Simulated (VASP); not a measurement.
Here is a VASP 6.6.1 calculation.

File INCAR:

```
SYSTEM = Ti4C
ALGO     = Normal         ! electronic algorithm
DIPOL    = 0.5 0.5 0.336
EDIFF    = 1E-6           ! SCF threshold, eV
ENCUT    = 520            ! plane-wave cutoff, eV
GGA      = PE             ! functional
IDIPOL   = 3            
ISIF     = 2              ! what is computed and relaxed
ISMEAR   = 0              ! smearing method
LASPH    = .TRUE.         ! aspherical terms in the spheres
LCHARG   = .FALSE.        ! write CHGCAR
LDIPOL   = .TRUE.       
LREAL    = .FALSE.        ! projectors in reciprocal space
LWAVE    = .FALSE.        ! write WAVECAR
NBANDS   = 34             ! bands
NELM     = 100            ! most SCF steps
PREC     = Accurate       ! precision mode
SIGMA    = 0.1            ! smearing width, eV
```

The input KPOINTS:

```
k-points
0
G
  9 7 1
  0 0 0
```

Contents of POSCAR:

```
Ti4C
1.0
    2.9076478547      0.0000000000      0.0000000000
    0.0000000000      4.1120350307      0.0000000000
    0.0000000000      0.0000000000     19.6538060989
Ti C
4 1
Direct
    0.5000000000      0.5000000000      0.2035229197
    0.0000000000      0.0000000000      0.2774945423
    0.5000000000      0.5000000000      0.3439527020
    0.0000000000      0.0000000000      0.4148716059
    0.5000000000      0.4000000000      0.4377671377
```

Potentials or basis: VASP PAW PBE potentials, release 64 (Ti_sv, C).

Launch:

```console
$ cat potpaw_PBE.64/Ti_sv/POTCAR potpaw_PBE.64/C/POTCAR > POTCAR
$ mpirun -np 1 vasp_std > vasp.out
```

**Question.** Estimate the band gap on the k mesh.

**Answer.** Zero (bands 26 and 27 overlap by 0.23 eV).

**Question.** What does it give for the largest force?

**Answer.** 2.365 eV/Å.

Forces in eV/Å, atoms in the order of the input:
```
Ti   0.000 -0.064  0.048
Ti   0.000  0.119 -0.889
Ti   0.000  0.149 -1.356
Ti   0.000  0.948  2.167
C    0.000 -1.152  0.030
```
